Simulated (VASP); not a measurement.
# CrB5 (F-43m) in VASP: further runs

Runs on CrB5. Level: PBE. Tasks: single point.

Everything below comes from runs of VASP 6.6.1. Logs are shortened: lines on timing, memory, paths and dates and some standing lists are left out, and cuts for length are marked.

## (1) The cell of the first run

Symmetry: F-43m, No. 216, cubic system. Conventional cell: a = 5.407 Å, b = 5.407 Å, c = 5.407 Å, α = 90.00°, β = 90.00°, γ = 90.00°. Cr (site symmetry -43m) has 16 B at 2.24 to 2.34 Å within 3.0 Å. Within 3.0 Å of B (site symmetry -43m) lie 12 B at 2.24 Å and 4 Cr at 2.34 Å. B (site symmetry 3m) has 9 B at 1.91 to 2.24 Å and 3 Cr at 2.24 Å within 2.5 Å.

The cell was generated, and may not be a known phase.

## (2) Single point, PBE, collinear spin, ferromagnetic start

INCAR reads:

```
SYSTEM = CrB5
PREC = Accurate
ENCUT = 520
EDIFF = 1E-6
ISMEAR = 0
SIGMA = 0.1
LREAL = .FALSE.
LASPH = .TRUE.
NELM = 150
ALGO = Normal
ISIF = 2
LWAVE = .FALSE.
LCHARG = .TRUE.
ISPIN = 2
MAGMOM = 3 0 0 0 0 0
LORBIT = 11
LMAXMIX = 4
GGA = PE
LELF = .TRUE.
LVHAR = .TRUE.
NBANDS = 26
```

KPOINTS reads:

```
regular mesh
0
G
  6 6 6
  0 0 0
```

POSCAR reads:

```
CrB5
1.0
    0.0000000000      2.7034850031      2.7034850031
    2.7034850031      0.0000000000      2.7034850031
    2.7034850031      2.7034850031      0.0000000000
Cr B
1 5
Direct
    0.0000000000      0.0000000000      0.0000000000
    0.2500000000      0.2500000000      0.2500000000
    0.1261975294      0.6246008235      0.6246008235
    0.6246008235      0.6246008235      0.6246008235
    0.6246008235      0.1261975294      0.6246008235
    0.6246008235      0.6246008235      0.1261975294
```

Potentials or basis: VASP PAW PBE potentials, release 64 (Cr_pv, B).

The run is started by

```bash
cat potpaw_PBE.64/Cr_pv/POTCAR potpaw_PBE.64/B/POTCAR > POTCAR
mpirun -np 1 vasp_std > vasp.out
```

OUTCAR:

```text
SYSTEM = CrB5
   PREC = Accurate
   ENCUT = 520
   EDIFF = 1E-6
   ISMEAR = 0
   LREAL = .FALSE.
   LASPH = .TRUE.
   NELM = 150
   ISIF = 2
   ISPIN = 2
   LORBIT = 11
   GGA = PE

 ion  position               nearest neighbor table
   1  0.000  0.000  0.000-   6 2.24   6 2.24   3 2.24   5 2.24   3 2.24   5 2.24   4 2.24   4 2.24
                             4 2.24   3 2.24   5 2.24   6 2.24   2 2.34   2 2.34   2 2.34   2 2.34
   2  0.250  0.250  0.250-   1 2.34   1 2.34   1 2.34   1 2.34
   3  0.126  0.625  0.625-   4 1.91   5 1.91   6 1.91   5 1.92   6 1.92   4 1.92   1 2.24   1 2.24
                             1 2.24
   4  0.625  0.625  0.625-   3 1.91   5 1.91   6 1.91   3 1.92   5 1.92   6 1.92   1 2.24   1 2.24
                             1 2.24
   5  0.625  0.126  0.625-   3 1.91   4 1.91   6 1.91   3 1.92   6 1.92   4 1.92   1 2.24   1 2.24
                             1 2.24
   6  0.625  0.625  0.126-   3 1.91   4 1.91   5 1.91   5 1.92   3 1.92   4 1.92   1 2.24   1 2.24
                             1 2.24

  LATTYP: Found a face centered cubic cell.
 ALAT       =     5.4069700062

  Lattice vectors:

 A1 = (   0.0000000000,   2.7034850031,   2.7034850031)
 A2 = (   2.7034850031,   0.0000000000,   2.7034850031)
 A3 = (   2.7034850031,   2.7034850031,   0.0000000000)

Analysis of symmetry for initial positions (statically):
=====================================================================
 Subroutine PRICEL returns:
 Original cell was already a primitive cell.

 Routine SETGRP: Setting up the symmetry group for a
 face centered cubic supercell.

 Subroutine GETGRP returns: Found 24 space group operations
 (whereof 24 operations were pure point group operations)
 out of a pool of 48 trial point group operations.

The static configuration has the point symmetry T_d .

Analysis of symmetry for dynamics (positions and initial velocities):
=====================================================================
 Subroutine PRICEL returns:
 Original cell was already a primitive cell.

 Routine SETGRP: Setting up the symmetry group for a
 face centered cubic supercell.

 Subroutine GETGRP returns: Found 24 space group operations
 (whereof 24 operations were pure point group operations)
 out of a pool of 48 trial point group operations.

The dynamic configuration has the point symmetry T_d .

Analysis of structural, dynamic, and magnetic symmetry:
=====================================================================
 Subroutine PRICEL returns:
 Original cell was already a primitive cell.

 Routine SETGRP: Setting up the symmetry group for a
 face centered cubic supercell.

 Subroutine GETGRP returns: Found 24 space group operations
 (whereof 24 operations were pure point group operations)
 out of a pool of 48 trial point group operations.

The overall configuration has the point symmetry T_d .

 Subroutine INISYM returns: Found 24 space group operations
 (whereof 24 operations are pure point group operations),
 and found     1 'primitive' translations

----------------------------------------------------------------------------------------

                                     Primitive cell

  volume of cell :      39.5186

  direct lattice vectors                    reciprocal lattice vectors
     0.000000000  2.703485003  2.703485003    -0.184946467  0.184946467  0.184946467
     2.703485003  0.000000000  2.703485003     0.184946467 -0.184946467  0.184946467
     2.703485003  2.703485003  0.000000000     0.184946467  0.184946467 -0.184946467

  length of vectors
     3.823305157  3.823305157  3.823305157     0.320336678  0.320336678  0.320336678

  position of ions in fractional coordinates (direct lattice)
     0.000000000  0.000000000  0.000000000
     0.250000000  0.250000000  0.250000000
     0.126197529  0.624600824  0.624600824
     0.624600824  0.624600824  0.624600824
     0.624600824  0.126197529  0.624600824
     0.624600824  0.624600824  0.126197529

  ion indices of the primitive-cell ions
   primitive index   ion index
                 1           1
                 2           2
                 3           3
                 4           4
                 5           5
                 6           6

----------------------------------------------------------------------------------------
[... 44 lines left out ...]
   number of dos      NEDOS =    301   number of ions     NIONS =      6
   total plane-waves  NPLWV =  21952
   dimension x,y,z NGX =    28 NGY =   28 NGZ =   28
   dimension x,y,z NGXF=    56 NGYF=   56 NGZF=   56
   ions per type =               1   5
   NGX,Y,Z   is equivalent  to a cutoff of  12.18, 12.18, 12.18 a.u.
   NGXF,Y,Z  is equivalent  to a cutoff of  24.35, 24.35, 24.35 a.u.
 SYSTEM =  CrB5
   PREC   = accura    normal or accurate (medium, high low for compatibility)
   ISTART =      0    job   : 0-new  1-cont  2-samecut
   ICHARG =      2    charge: 1-file 2-atom 10-const
   ISPIN  =      2    spin polarized calculation?
   LNONCOLLINEAR =      F non collinear calculations
   LSORBIT =      F    spin-orbit coupling
   LASPH  =      T    aspherical Exc in radial PAW
   ENCUT  =  520.0 eV  38.22 Ry    6.18 a.u.   7.11  7.11  7.11*2*pi/ulx,y,z
   NELM   =    150;   NELMIN=  2; NELMDL= -5     # of ELM steps
   EDIFF  = 0.1E-05   stopping-criterion for ELM
   LREAL  =      F    real-space projection
   EDIFFG = 0.1E-04   stopping-criterion for IOM
   NSW    =      0    number of steps for IOM
   IBRION =     -1    ionic relax: 0-MD 1-quasi-New 2-CG
   NFREE  =      0    steps in history (QN), initial steepest desc. (CG)
   ISIF   =      2    stress and relaxation
   ISYM   =      2    0-nonsym 1-usesym 2-fastsym
   POTIM  = 0.5000    time-step for ionic-motion
   TEBEG  =    0.0;   TEEND  =   0.0 temperature during run
   PSTRESS=    0.0 pullay stress
   NELECT =      27.0000    total number of electrons
   NUPDOWN=      -1.0000    fix difference up-down
   EMIN   =  10.00;   EMAX   =-10.00  energy-range for DOS
   EFERMI =   0.00;   METHOD = LEGACY
   ISMEAR =     0;   SIGMA  =   0.10  broadening in eV -4-tet -1-fermi 0-gaus
   EFERMI_NEDOS =   21; number of points for ismear=-14 and -15
   IALGO  =     38    algorithm
   IMIX   =      4    mixing-type and parameters
     AMIX     =   0.40;   BMIX     =  1.00
     AMIX_MAG =   1.60;   BMIX_MAG =  1.00
  volume/ion in A,a.u.               =       6.59        44.45
  Fermi-wavevector in a.u.,A,eV,Ry     =   1.441879  2.724756 28.286713  2.079015
  Thomas-Fermi vector in A             =   2.560462
   LORBIT       =     11    0 simple, 1 ext, 2 COOP (PROOUT), +10 PAW based schemes
   GGA     = PE    functional components
   LHFCALC =     F    Hartree Fock is set to
   AEXX    =    0.0000 exact exchange contribution
   IVDW    =     0    specifies the selected vdW correction
   LEPSILON=     F    determine dielectric tensor
   LRPA    =     F    only Hartree local field effects (RPA)
 spin polarized calculation
 Gauss-broadening in eV      SIGMA  =   0.10
  energy-cutoff  :      520.00
  volume of cell :       39.52
 maximum number of plane-waves:      1090
   NGX = 15   NGY = 15   NGZ = 15

 number of electron      26.9999998 magnetization       0.0160497

 number of electron      26.9999998 magnetization      -0.0004101

 Free energy of the ion-electron system (eV)
  ---------------------------------------------------
  ext. energy  EPLUGINS =         0.00000000
  ---------------------------------------------------
  free energy    TOTEN  =       -39.99797012 eV

  energy without entropy =      -39.98347480  energy(sigma->0) =      -39.99072246

 E-fermi :  11.2092     XC(G=0): -13.3799

 val. band max:       11.1912140999   @ k =   0.5000   0.3333   0.1667
 cond. band min:      11.2638066119   @ k =  -0.3333   0.5000   0.1667
 fundamental gap:      0.0725925120
 Fermi energy:        11.2091976255

 spin component 1

 k-point     1 :       0.0000    0.0000    0.0000
  band No.  band energies     occupation
      1     -32.1638      1.00000
      2     -32.1638      1.00000
      3     -32.1638      1.00000
      4      -6.3028      1.00000
      5       1.5568      1.00000
      6       3.4356      1.00000
[... 437 lines left out ...]
     24      18.8688      0.00000
     25      18.8964      0.00000
 Fermi energy:        11.2091976255

 spin component 2

 k-point     1 :       0.0000    0.0000    0.0000
  band No.  band energies     occupation
      1     -32.1641      1.00000
      2     -32.1641      1.00000
      3     -32.1641      1.00000
      4      -6.3029      1.00000
      5       1.5567      1.00000
      6       3.4355      1.00000
[... 437 lines left out ...]
     24      18.8688      0.00000
     25      18.8964      0.00000
 [bands above 25 left out]

------------------------ aborting loop because EDIFF is reached ----------------------------------------

  FORCE on cell =-STRESS in cart. coord.  units (eV):
  Direction    XX          YY          ZZ          XY          YZ          ZX
  --------------------------------------------------------------------------------------
  -------------------------------------------------------------------------------------
  Total       -0.0674582     -0.0674582     -0.0674582      0.0000000      0.0000000      0.0000000
  in kB       -2.7349117     -2.7349117     -2.7349117      0.0000000      0.0000000      0.0000000
  external PRESSURE =      -2.7349117 kB  Pullay stress =       0.0000000 kB

 VOLUME and BASIS-vectors are now :
 -----------------------------------------------------------------------------
  energy-cutoff  :      520.00
  volume of cell :       39.52
      direct lattice vectors                 reciprocal lattice vectors
     0.000000000  2.703485003  2.703485003    -0.184946467  0.184946467  0.184946467
     2.703485003  0.000000000  2.703485003     0.184946467 -0.184946467  0.184946467
     2.703485003  2.703485003  0.000000000     0.184946467  0.184946467 -0.184946467

 POSITION                                       TOTAL-FORCE (eV/Angst)
 -----------------------------------------------------------------------------------
      0.00000      0.00000      0.00000        -0.000000     -0.000000      0.000000
      1.35174      1.35174      1.35174        -0.000000     -0.000000      0.000000
      3.37720      2.02977      2.02977         0.000045     -0.000045     -0.000045
      3.37720      3.37720      3.37720         0.000045      0.000045      0.000045
      2.02977      3.37720      2.02977        -0.000045      0.000045     -0.000045
      2.02977      2.02977      3.37720        -0.000045     -0.000045      0.000045
 -----------------------------------------------------------------------------------
    total drift:                               -0.000001     -0.000001     -0.000001

  FREE ENERGIE OF THE ION-ELECTRON SYSTEM (eV)
  ---------------------------------------------------
  free  energy   TOTEN  =       -39.9979701232 eV

  energy  without entropy=      -39.9834748037  energy(sigma->0) =      -39.99072246

 total charge

# of ion       s       p       d       tot
------------------------------------------
    1        0.333   6.477   4.632  11.442
    2        0.732   0.886   0.000   1.618
    3        0.648   1.209   0.000   1.857
    4        0.648   1.209   0.000   1.857
    5        0.648   1.209   0.000   1.857
    6        0.648   1.209   0.000   1.857
--------------------------------------------------
tot          3.657  12.200   4.632  20.490

 magnetization (x)

# of ion       s       p       d       tot
------------------------------------------
    1       -0.000  -0.000  -0.000  -0.000
    2       -0.000  -0.000   0.000  -0.000
    3       -0.000  -0.000   0.000  -0.000
    4       -0.000  -0.000   0.000  -0.000
    5       -0.000  -0.000   0.000  -0.000
    6       -0.000  -0.000   0.000  -0.000
--------------------------------------------------
tot         -0.000  -0.000  -0.000  -0.000
```

It took 72 s on 1 thread of Intel Xeon 8259CL, shared host; peak memory 0.18 GiB.

What came out:

```
Free energy                                           : -39.9980 eV
Pressure                                              : -0.3 GPa
Net moment                                            : 0.00 μB per cell
Valence electrons inside the program's atomic spheres : Cr 11.44; B 1.62, 1.86 (each value once)
```

Caveat: the moments typed at the start vanished in this run.

[end of part 1 of 2]
